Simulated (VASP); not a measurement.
# NiO2 (R-3m) in VASP: a series of runs, part 2 of 2

VASP 6.6.1. Earlier steps stand in the parts before.

## Step 3: Single point, LDA+U, collinear spin, ferromagnetic start

The input, INCAR:

```
SYSTEM = NiO2
PREC = Accurate
ENCUT = 600
EDIFF = 1E-6
ISMEAR = -1
SIGMA = 0.1
LREAL = .False.
LASPH = .True.
NELM = 200
ALGO = Normal
ISIF = 2
LWAVE = .False.
LCHARG = .True.
ISPIN = 2
MAGMOM = 1 0 0
LORBIT = 11
LMAXMIX = 4
LDAU = .True.
LDAUTYPE = 2
LDAUL = 2 -1
LDAUU = 5 0
LDAUJ = 0 0
LDAUPRINT = 1
GGA = CA
LELF = .True.
LVHAR = .True.
NBANDS = 22
GGA_COMPAT = .False.
```

The input, KPOINTS:

```
Automatic mesh
0
Gamma
  11 11 11
  0 0 0
```

The input, POSCAR:

```
NiO2
1.0
    1.4021290000      0.8095195556      6.9742946667
   -1.4021290000      0.8095195556      6.9742946667
    0.0000000000     -1.6190391112      6.9742946667
Ni O
1 2
Direct
    0.0000000000      0.0000000000      0.0000000000
    0.6212106667      0.6212106667      0.6212106667
    0.3787893333      0.3787893333      0.3787893333
```

Potentials or basis: VASP PAW LDA potentials, release 64 (Ni, O).

The run is started by

```
cat potpaw_LDA.64/Ni/POTCAR potpaw_LDA.64/O/POTCAR > POTCAR
mpirun -np 1 vasp_std > vasp.out
```

OUTCAR:

```text
SYSTEM = NiO2
   PREC = Accurate
   ENCUT = 600
   EDIFF = 1E-6
   ISMEAR = -1
   LREAL = .False.
   LASPH = .True.
   NELM = 200
   ISIF = 2
   ISPIN = 2
   LORBIT = 11
   GGA = CA

 ion  position               nearest neighbor table
   1  0.000  0.000  0.000-   2 1.88   2 1.88   3 1.88   3 1.88   2 1.88   3 1.88
   2  0.621  0.621  0.621-   1 1.88   1 1.88   1 1.88
   3  0.379  0.379  0.379-   1 1.88   1 1.88   1 1.88

  LATTYP: Found a trigonal (rhomboedric) cell.
 ALAT       =     7.1597537487
 COS(alpha) =     0.9232974560

  Lattice vectors:

 A1 = (   1.4021290000,   0.8095195556,   6.9742946667)
 A2 = (  -1.4021290000,   0.8095195556,   6.9742946667)
 A3 = (   0.0000000000,  -1.6190391112,   6.9742946667)

[... 1457 lines left out ...]
  volume of cell :       47.50
      direct lattice vectors                 reciprocal lattice vectors
     1.402129000  0.809519556  6.974294667     0.356600570  0.205883435  0.047794558
    -1.402129000  0.809519556  6.974294667    -0.356600570  0.205883435  0.047794558
     0.000000000 -1.619039111  6.974294667     0.000000000 -0.411766870  0.047794558

 POSITION                                       TOTAL-FORCE (eV/Angst)
 -----------------------------------------------------------------------------------
      0.00000      0.00000      0.00000         0.000000      0.000000     -0.000000
      0.00000      0.00000     12.99752         0.000000     -0.000000      1.234732
      0.00000      0.00000      7.92537         0.000000     -0.000000     -1.234732
 -----------------------------------------------------------------------------------
    total drift:                                0.000000      0.000000      0.000000

  FREE ENERGIE OF THE ION-ELECTRON SYSTEM (eV)
  ---------------------------------------------------
  free  energy   TOTEN  =       -17.3246034266 eV

  energy  without entropy=      -17.3244602240  energy(sigma->0) =      -17.32453183

 total charge

# of ion       s       p       d       tot
------------------------------------------
    1        0.498   0.790   8.352   9.639
    2        1.577   3.288   0.000   4.865
    3        1.577   3.288   0.000   4.865
--------------------------------------------------
tot          3.652   7.366   8.352  19.370

 magnetization (x)

# of ion       s       p       d       tot
------------------------------------------
    1       -0.000  -0.000  -0.000  -0.000
    2        0.000   0.000   0.000   0.000
    3        0.000   0.000   0.000   0.000
--------------------------------------------------
tot         -0.000   0.000  -0.000  -0.000
```

OSZICAR:

```text
N       E                     dE             d eps       ncg     rms          rms(c)
DAV:   1     0.184942877283E+03    0.18494E+03   -0.11189E+04 12872   0.116E+03
DAV:   2    -0.258587175238E+01   -0.18753E+03   -0.17041E+03 13728   0.295E+02
DAV:   3    -0.216040912010E+02   -0.19018E+02   -0.18678E+02 15440   0.100E+02
DAV:   4    -0.219123349881E+02   -0.30824E+00   -0.30785E+00 14116   0.134E+01
DAV:   5    -0.219172083442E+02   -0.48734E-02   -0.48731E-02 15924   0.161E+00    0.282E+01
DAV:   6    -0.285102940605E+02   -0.65931E+01   -0.30131E+01 16056   0.144E+02    0.440E+01
DAV:   7    -0.174280276856E+02    0.11082E+02   -0.14022E+01 15542   0.758E+01    0.866E+00
DAV:   8    -0.172806621898E+02    0.14737E+00   -0.25808E+00 17146   0.273E+01    0.462E+00
DAV:   9    -0.173398097223E+02   -0.59148E-01   -0.64874E-01 15584   0.197E+01    0.208E+00
DAV:  10    -0.173233192513E+02    0.16490E-01   -0.10178E-01 15372   0.503E+00    0.541E-01
DAV:  11    -0.173248494063E+02   -0.15302E-02   -0.10948E-02 14926   0.162E+00    0.298E-01
DAV:  12    -0.173246366320E+02    0.21277E-03   -0.44971E-03 13558   0.156E+00    0.138E-01
DAV:  13    -0.173245999671E+02    0.36665E-04   -0.50264E-04 15722   0.257E-01    0.484E-02
DAV:  14    -0.173246018105E+02   -0.18435E-05   -0.66196E-05 18974   0.113E-01    0.162E-02
DAV:  15    -0.173246039060E+02   -0.20955E-05   -0.39543E-05 15382   0.110E-01    0.129E-02
DAV:  16    -0.173246034266E+02    0.47948E-06   -0.39661E-06 15298   0.327E-02
   1 F= -.17324603E+02 E0= -.17324532E+02  d E =-.143203E-03  mag=     0.0000
```

stdout:

```text
POSCAR found type information on POSCAR NiO
 POSCAR found :  2 types and       3 ions
 scaLAPACK will be used
 LDA part: xc-table for (Slater(with rela. corr.)+CA(PZ))
 , standard interpolation
 POSCAR, INCAR and KPOINTS ok, starting setup
 FFT: planning ... GRIDC
 FFT: planning ... GRID_SOFT
 FFT: planning ... GRID
 WAVECAR not read
 entering main loop
```

Run time: 17 min. Hardware: 1 thread of Intel Xeon 6975P-C (Granite Rapids), shared host; peak memory 0.57 GiB.

Results:

```yaml
Free_energy: -17.3246 eV
Pressure: -12.0 GPa
Largest_force: 1.235 eV/Å
Band_gap_on_the_k_mesh: 1.66 eV (least direct gap 1.77 eV)
Net_moment: 0.00 μB per cell
Valence_electrons_inside_the_program's_atomic_spheres: Ni 9.64; O 4.87
```

Forces in eV/Å, atoms in the order of the input:
```
Ni   0.000  0.000  0.000
O    0.000  0.000  1.235
O    0.000  0.000 -1.235
```

Eigenvalues of the final occupation matrices:
| site | spin | trace | eigenvalues |
| --- | --- | --- | --- |
| site 1 d | 1 | 4.19 | 0.61 0.61 0.99 0.99 0.99 |
| site 1 d | 2 | 4.19 | 0.61 0.61 0.99 0.99 0.99 |

Caveat: the stress differs along the axes, from -14 to -8 GPa; the moments typed at the start vanished in this run; forces of over 1 eV/Å act on the atoms, so gaps and moduli don't describe the material at rest.

## Step 4: Single point, LDA+U, collinear spin, ferromagnetic start

The input, INCAR:

```
SYSTEM = NiO2
ALGO = Normal ; EDIFF = 1E-6
ENCUT = 700 ; GGA_COMPAT = .False.
ISIF = 2 ; ISMEAR = -1
ISPIN = 2 ; LASPH = .True.
LCHARG = .True. ; LDAU = .True.
LDAUJ = 0 0 ; LDAUL = 2 -1
LDAUPRINT = 1 ; LDAUTYPE = 2
LDAUU = 5 0 ; LELF = .True.
LMAXMIX = 4 ; LORBIT = 11
LREAL = .False. ; LVHAR = .True.
LWAVE = .False. ; MAGMOM = 1 0 0
NBANDS = 26 ; NELM = 200
PREC = Accurate ; SIGMA = 0.1
```

The input, KPOINTS:

```
k-points
0
Gamma
  3 3 3
  0 0 0
```

POSCAR is that of step 3.

Potentials or basis: VASP PAW LDA potentials, release 64 (Ni_sv_GW, O).

The run is started by

```
cat potpaw_LDA.64/Ni_sv_GW/POTCAR potpaw_LDA.64/O/POTCAR > POTCAR
mpirun -np 1 vasp_std > vasp.out
```

It took 4.1 min on 1 thread of AMD EPYC 7R43 (Zen 3), shared host; peak memory 0.41 GiB.

Results (log left out):

```yaml
Free_energy: -17.5421 eV
Pressure: -8.6 GPa
Largest_force: 0.715 eV/Å
Band_gap_on_the_k_mesh: 2.23 eV (least direct gap 2.30 eV)
Net_moment: 0.00 μB per cell
Valence_electrons_inside_the_program's_atomic_spheres: Ni 16.38; O 4.89
```

Forces on the atoms (eV/Å):
```
Ni   0.000  0.000  0.000
O    0.000  0.000  0.715
O    0.000  0.000 -0.715
```

Stress tensor (GPa, compression positive):
```
-10.25   0.00   0.00
  0.00 -10.25   0.00
  0.00   0.00  -5.19
```

Levels at points of the mesh, in eV from the valence-band top:
Spin up:
```csv
k point,band 11,band 12,band 13,band 14,band 15,band 16,band 17,band 18,band 19,band 20
"(0.00, 0.00, 0.00)",-2.50,-0.37,-0.24,0.00,0.00,3.28,3.28,7.91,11.16,11.40
```
Spin down:
```tsv
k point	band 13	band 14	band 15	band 16	band 17	band 18
(0.00, 0.00, 0.00)	-0.24	0.00	0.00	3.28	3.28	7.91
```

Eigenvalues of the final occupation matrices:
```tsv
site	spin	trace	eigenvalues
site 1 d	1	3.85	0.52 0.52 0.94 0.94 0.94
site 1 d	2	3.85	0.52 0.52 0.94 0.94 0.94
```

Caveat: the k points lie up to 0.87 Å⁻¹ apart, too coarse for converged energies, forces and pressures; the moments typed at the start vanished in this run.

## Step 5: The runs side by side

```tsv
potentials or basis	k mesh	cutoff (eV)	gap on the mesh (eV)	pressure (GPa)	moment (μB)	largest force (eV/Å)
VASP PAW LDA potentials, release 64 (Ni, O)	9 × 9 × 9	600	1.77	-12.0	0.00	1.24
VASP PAW LDA potentials, release 64 (Ni, O)	11 × 11 × 11	600	1.66	-12.0	0.00	1.23
VASP PAW LDA potentials, release 64 (Ni_sv_GW, O)	3 × 3 × 3	700	2.23	-8.6	0.00	0.71
```

Alike in all rows: task single point; level LDA+U; spin collinear, ferromagnetic start; Ni d U = 5.0 eV; cell as given; smearing fermi-dirac 0.1 eV.

Caveats: some runs use coarse meshes; the moments typed at the start vanished in this run; the stress differs along the axes, from -14 to -8 GPa (at least some runs); forces of over 1 eV/Å act on the atoms, so gaps and moduli don't describe the material at rest (at least some runs).

Absolute energies hang on the potentials; compare differences alone.
